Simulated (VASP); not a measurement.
ZnO, 4 atoms in the cell. It takes space group P6_3mc (No. 186, hexagonal). Conventional cell: a = 3.105 Å, b = 3.105 Å, c = 5.415 Å, α = 90.00°, β = 90.00°, γ = 120.00°. Within 2.6 Å of Zn (site symmetry 3m) lie 4 O at 1.95 Å. O (site symmetry 3m) has 4 Zn at 1.95 Å within 2.6 Å.  This cell differs from its parent crystal: biaxial strain in the a-b plane: -4.0 %, then relaxed in part.

| Item | Value |
| --- | --- |
| Program | VASP 6.6.1 |
| Task | single point |
| Functional | r2SCAN |
| Potentials or basis | VASP PAW PBE potentials, release 64 (Zn, O) |
| Cutoff | 520 eV |
| k mesh | 12 × 12 × 6 |
| Occupations | gaussian, width 0.02 eV |
| Spin | no spin polarisation |
| Dipole correction | no |
| Further INCAR settings | ALGO = Normal; EDIFF = 1e-06; NBANDS = 26 |

Potentials or basis: VASP PAW PBE potentials, release 64 (Zn, O).

The run is started by

```bash
$ cat potpaw_PBE.64/Zn/POTCAR potpaw_PBE.64/O/POTCAR > POTCAR
$ cp INCAR.step1 INCAR
$ mpirun -np 1 vasp_std > vasp.out
$ cp INCAR.step2 INCAR
$ mpirun -np 1 vasp_std > vasp.out
```

Hardware: 1 thread of Intel(R) Xeon(R) Platinum 8259CL CPU @ 2.50GHz (Skylake/Cascade Lake), on a shared host.

Problem. How long does it take, and how much memory?

Solution. Wall time 3.2 min on 1 thread of Intel(R) Xeon(R) Platinum 8259CL CPU @ 2.50GHz (Skylake/Cascade Lake), on a shared host, peak memory 0.21 GiB. Counts: k points 76.
